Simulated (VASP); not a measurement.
# Bi (R-3m) in VASP: further runs, part 2 of 2

VASP 6.6.1. Earlier steps stand in the parts before.

### 4 Single point, LDA

Input file INCAR:

```
PREC = Accurate ; ENCUT = 520
EDIFF = 1E-7 ; ISMEAR = -1
SIGMA = 1.0 ; LREAL = False
LASPH = True ; NELM = 100
ALGO = Normal ; ISIF = 2
LWAVE = False ; LCHARG = False
NBANDS = 22
```

Input file KPOINTS:

```
Automatic mesh
0
Gamma
  9 9 9
```

Input file POSCAR:

```
Bi
1.0
    2.2451514826      1.2962388128      3.8388382945
   -2.2451514826      1.2962388128      3.8388382945
    0.0000000000     -2.5924776257      3.8388382945
Bi
2
Direct
    0.2371145469      0.2371145469      0.2371145469
    0.7628854531      0.7628854531      0.7628854531
```

Potentials or basis: VASP PAW LDA potentials, release 64 (Bi_d).

Command:

```console
$ cat potpaw_LDA.64/Bi_d/POTCAR > POTCAR
$ mpirun -np 1 vasp_std > vasp.out
```

OUTCAR:

```text
PREC = Accurate
   ENCUT = 520
   EDIFF = 1E-7
   ISMEAR = -1
   LREAL = False
   LASPH = True
   NELM = 100
   ISIF = 2

 ion  position               nearest neighbor table
   1  0.237  0.237  0.237-   2 3.06   2 3.06   2 3.06   2 3.41   2 3.41   2 3.41
   2  0.763  0.763  0.763-   1 3.06   1 3.06   1 3.06   1 3.41   1 3.41   1 3.41

  LATTYP: Found a trigonal (rhomboedric) cell.
 ALAT       =     4.6322370072
 COS(alpha) =     0.5301710765

  Lattice vectors:

 A1 = (   2.2451514826,   1.2962388128,   3.8388382945)
 A2 = (  -2.2451514826,   1.2962388128,   3.8388382945)
 A3 = (   0.0000000000,  -2.5924776257,   3.8388382945)

Analysis of symmetry for initial positions (statically):
=====================================================================
 Subroutine PRICEL returns:
 Original cell was already a primitive cell.

 Routine SETGRP: Setting up the symmetry group for a
 trigonal (rhombohedral) supercell.

 Subroutine GETGRP returns: Found 12 space group operations
 (whereof 12 operations were pure point group operations)
 out of a pool of 12 trial point group operations.

The static configuration has the point symmetry D_3d.

Analysis of symmetry for dynamics (positions and initial velocities):
=====================================================================
 Subroutine PRICEL returns:
 Original cell was already a primitive cell.

 Routine SETGRP: Setting up the symmetry group for a
 trigonal (rhombohedral) supercell.

 Subroutine GETGRP returns: Found 12 space group operations
 (whereof 12 operations were pure point group operations)
 out of a pool of 12 trial point group operations.

The dynamic configuration has the point symmetry D_3d.

 Subroutine INISYM returns: Found 12 space group operations
 (whereof 12 operations are pure point group operations),
 and found     1 'primitive' translations

[... 106 lines left out ...]
   NUPDOWN=      -1.0000    fix difference up-down
   EMIN   =  10.00;   EMAX   =-10.00  energy-range for DOS
   EFERMI =   0.00;   METHOD = LEGACY
   ISMEAR =    -1;   SIGMA  =   1.00  broadening in eV -4-tet -1-fermi 0-gaus
   EFERMI_NEDOS =   21; number of points for ismear=-14 and -15
   IALGO  =     38    algorithm
   IMIX   =      4    mixing-type and parameters
     AMIX     =   0.40;   BMIX     =  1.00
     AMIX_MAG =   1.60;   BMIX_MAG =  1.00
  volume/ion in A,a.u.               =      33.52       226.18
  Fermi-wavevector in a.u.,A,eV,Ry     =   1.252241  2.366393 21.335406  1.568108
  Thomas-Fermi vector in A             =   2.386151
   LORBIT       =      0    0 simple, 1 ext, 2 COOP (PROOUT), +10 PAW based schemes
   GGA     = CA    functional components
   LHFCALC =     F    Hartree Fock is set to
   AEXX    =    0.0000 exact exchange contribution
   IVDW    =     0    specifies the selected vdW correction
   LEPSILON=     F    determine dielectric tensor
   LRPA    =     F    only Hartree local field effects (RPA)
 non-spin polarized calculation
  energy-cutoff  :      520.00
  volume of cell :       67.03
 maximum number of plane-waves:      1827
   NGX = 17   NGY = 17   NGZ = 17

 number of electron      30.0000008 magnetization

 Free energy of the ion-electron system (eV)
  ---------------------------------------------------
  ext. energy  EPLUGINS =         0.00000000
  ---------------------------------------------------
  free energy    TOTEN  =       -10.87368419 eV

  energy without entropy =       -7.04183313  energy(sigma->0) =       -8.95775866

 E-fermi :   6.7431     XC(G=0): -10.0387

 val. band max:        6.6276141908   @ k =   0.2222   0.2222   0.1111
 cond. band min:       6.8968293451   @ k =   0.4444   0.1111   0.1111
 fundamental gap:      0.2692151543
 Fermi energy:         6.7431491858

 k-point     1 :       0.0000    0.0000    0.0000
  band No.  band energies     occupation
      1     -16.3012      2.00000
      2     -16.3012      2.00000
      3     -16.1246      2.00000
      4     -16.1246      2.00000
      5     -16.1143      2.00000
      6     -15.9150      2.00000
[... 589 lines left out ...]
     21      16.5004      0.00012
     22      17.1989      0.00006

 [... further k-points ...]

------------------------ aborting loop because EDIFF is reached ----------------------------------------

  FORCE on cell =-STRESS in cart. coord.  units (eV):
  Direction    XX          YY          ZZ          XY          YZ          ZX
  --------------------------------------------------------------------------------------
  -------------------------------------------------------------------------------------
  Total        2.0670292      2.0670292      1.7406312      0.0000000     -0.0000000     -0.0000000
  in kB       49.4055167     49.4055167     41.6040504      0.0000000     -0.0000000     -0.0000000
  external PRESSURE =      46.8050280 kB  Pullay stress =       0.0000000 kB

 VOLUME and BASIS-vectors are now :
 -----------------------------------------------------------------------------
  energy-cutoff  :      520.00
  volume of cell :       67.03
      direct lattice vectors                 reciprocal lattice vectors
     2.245151483  1.296238813  3.838838294     0.222702122  0.128577130  0.086831825
    -2.245151483  1.296238813  3.838838294    -0.222702122  0.128577130  0.086831825
     0.000000000 -2.592477626  3.838838294     0.000000000 -0.257154260  0.086831825

 POSITION                                       TOTAL-FORCE (eV/Angst)
 -----------------------------------------------------------------------------------
      0.00000     -0.00000      2.73073         0.000000     -0.000000      0.780677
      0.00000     -0.00000      8.78578         0.000000      0.000000     -0.780677
 -----------------------------------------------------------------------------------
    total drift:                                0.000000      0.000000      0.000000

  FREE ENERGIE OF THE ION-ELECTRON SYSTEM (eV)
  ---------------------------------------------------
  free  energy   TOTEN  =       -10.8736841925 eV

  energy  without entropy=       -7.0418331335  energy(sigma->0) =       -8.95775866
```

OSZICAR:

```text
N       E                     dE             d eps       ncg     rms          rms(c)
DAV:   1     0.305615736934E+03    0.30562E+03   -0.16262E+04  3740   0.167E+03
DAV:   2     0.157840427784E+02   -0.28983E+03   -0.28258E+03  3764   0.439E+02
DAV:   3    -0.996482705525E+01   -0.25749E+02   -0.25313E+02  4580   0.144E+02
DAV:   4    -0.108480072493E+02   -0.88318E+00   -0.88242E+00  4540   0.293E+01
DAV:   5    -0.108875643274E+02   -0.39557E-01   -0.39555E-01  5468   0.558E+00    0.823E-01
DAV:   6    -0.108781244475E+02    0.94399E-02   -0.15972E-02  4814   0.132E+00    0.466E-01
DAV:   7    -0.108737874733E+02    0.43370E-02   -0.70098E-03  5136   0.951E-01    0.889E-02
DAV:   8    -0.108736832126E+02    0.10426E-03   -0.67271E-04  4460   0.322E-01    0.111E-02
DAV:   9    -0.108736840130E+02   -0.80042E-06   -0.31340E-05  5474   0.511E-02    0.444E-03
DAV:  10    -0.108736841675E+02   -0.15448E-06   -0.16856E-06  5028   0.803E-03    0.111E-03
DAV:  11    -0.108736841925E+02   -0.24985E-07   -0.19931E-07  3046   0.219E-03
   1 F= -.10873684E+02 E0= -.89577587E+01  d E =-.383185E+01
```

Run time: 2 min. Hardware: 1 thread of Intel Xeon 8259CL, shared host; peak memory 0.23 GiB.

What came out:

| Item | Value |
| --- | --- |
| Free energy | -10.8737 eV |
| Pressure | 4.7 GPa |
| Largest force | 0.781 eV/Å |
| Band gap on the k mesh | zero (bands 15 and 16 overlap by 0.02 eV) |

Forces in eV/Å, atoms in the order of the input:
```
Bi   0.000  0.000  0.781
Bi   0.000  0.000 -0.781
```

Levels at points of the mesh, in eV from the Fermi level:
| k point | band 13 | band 14 | band 15 | band 16 | band 17 | band 18 |
| --- | --- | --- | --- | --- | --- | --- |
| (0.00, 0.00, 0.00) | -1.67 | -1.42 | -1.42 | 2.67 | 2.98 | 2.98 |

Caveat: the cell stands under pressure; so wide a smearing shifts energies and pressures; spin-orbit coupling is left out, which moves the levels of the heavy elements.

### 5 Single point, LDA

Input file INCAR:

```
SYSTEM = Bi
PREC     = Accurate       ! precision mode
ENCUT    = 520            ! plane-wave cutoff, eV
EDIFF    = 1E-6           ! SCF threshold, eV
ISMEAR   = 0              ! smearing method
SIGMA    = 0.01           ! smearing width, eV
LREAL    = .False.        ! projectors in reciprocal space
LASPH    = .True.         ! aspherical terms in the spheres
NELM     = 100            ! most SCF steps
ALGO     = Normal         ! electronic algorithm
ISIF     = 2              ! what is computed and relaxed
LWAVE    = .False.        ! write WAVECAR
LCHARG   = .True.         ! write CHGCAR
LELF     = .True.         ! ELF
LVHAR    = .True.       
NBANDS   = 22             ! bands
```

Input file KPOINTS:

```
regular mesh
0
Gamma
  9 9 9
  0 0 0
```

POSCAR is that of step 4.

Command:

```console
$ cat potpaw_LDA.64/Bi_d/POTCAR > POTCAR
$ mpirun -np 1 vasp_std > vasp.out
```

It took 1.7 min on 1 thread of Intel Xeon 8259CL, shared host; peak memory 0.23 GiB.

The run converged. Its results:

- Free energy: -9.1332 eV
- Pressure: 0.1 GPa
- Largest force: 0.012 eV/Å
- Band gap on the k mesh: zero (bands 15 and 16 overlap by 0.03 eV)

Forces in eV/Å, atoms in the order of the input:
```
Bi   0.000  0.000  0.012
Bi   0.000  0.000 -0.012
```

Stress tensor (GPa, compression positive):
```
0.13 0.00 0.00
0.00 0.13 0.00
0.00 0.00 0.02
```

Levels at points of the mesh, in eV from the Fermi level:
| k point | band 12 | band 13 | band 14 | band 15 | band 16 | band 17 | band 18 | band 19 |
| --- | --- | --- | --- | --- | --- | --- | --- | --- |
| (0.00, 0.00, 0.00) | -7.29 | -1.54 | -1.29 | -1.29 | 2.80 | 3.10 | 3.10 | 5.56 |

Caveat: spin-orbit coupling is left out, which moves the levels of the heavy elements.

### 6 Single point, LDA

Input file INCAR:

```
SYSTEM = Bi
PREC     = Accurate       ! precision mode
ENCUT    = 520            ! plane-wave cutoff, eV
EDIFF    = 1E-6           ! SCF threshold, eV
ISMEAR   = 0              ! smearing method
SIGMA    = 0.03           ! smearing width, eV
LREAL    = .False.        ! projectors in reciprocal space
LASPH    = .True.         ! aspherical terms in the spheres
NELM     = 60             ! most SCF steps
ALGO     = Normal         ! electronic algorithm
ISIF     = 2              ! what is computed and relaxed
LWAVE    = .False.        ! write WAVECAR
LCHARG   = .False.        ! write CHGCAR
NBANDS   = 22             ! bands
```

KPOINTS is that of step 5.

POSCAR is that of step 5.

Potentials or basis: VASP PAW LDA potentials, release 64 (Bi_d).

Command:

```console
$ cat potpaw_LDA.64/Bi_d/POTCAR > POTCAR
$ mpirun -np 1 vasp_std > vasp.out
```

Run time: 1.7 min. Hardware: 1 thread of Intel Xeon 8259CL, shared host; peak memory 0.23 GiB.

It converged, with:

```
Free energy            : -9.1333 eV
Pressure               : 0.1 GPa
Largest force          : 0.009 eV/Å
Band gap on the k mesh : zero (bands 15 and 16 overlap by 0.03 eV)
```

Forces in eV/Å, atoms in the order of the input:
```
Bi   0.000  0.000  0.009
Bi   0.000  0.000 -0.009
```

Stress tensor (GPa, compression positive):
```
0.13 0.00 0.00
0.00 0.13 0.00
0.00 0.00 0.01
```

Levels at points of the mesh, in eV from the Fermi level:
```
           k point  band 12  band 13  band 14  band 15  band 16  band 17  band 18  band 19
(0.00, 0.00, 0.00)    -7.29    -1.54    -1.29    -1.29     2.80     3.10     3.10     5.56
```

Caveat: spin-orbit coupling is left out, which moves the levels of the heavy elements.

### 7 Summary

```csv
smearing,gap on the mesh (eV),pressure (GPa),largest force (eV/Å)
fermi-dirac 0.3 eV,none,0.4,0.21
fermi-dirac 0.6 eV,none,1.7,0.52
fermi-dirac 1 eV,none,4.7,0.78
gaussian 0.01 eV,none,0.1,0.01
gaussian 0.03 eV,none,0.1,0.01
```

Alike in all rows: task single point; level LDA; potentials or basis VASP PAW LDA potentials, release 64 (Bi_d); no spin polarisation; cell as given; k mesh 9 × 9 × 9; cutoff (eV) 520.

Caveats: spin-orbit coupling is left out, which moves the levels of the heavy elements; so wide a smearing shifts energies and pressures (at least some runs); the cell stands under pressure (at least some runs).

Total energies depend on the potentials used, so only differences within one code and one set of settings carry meaning.
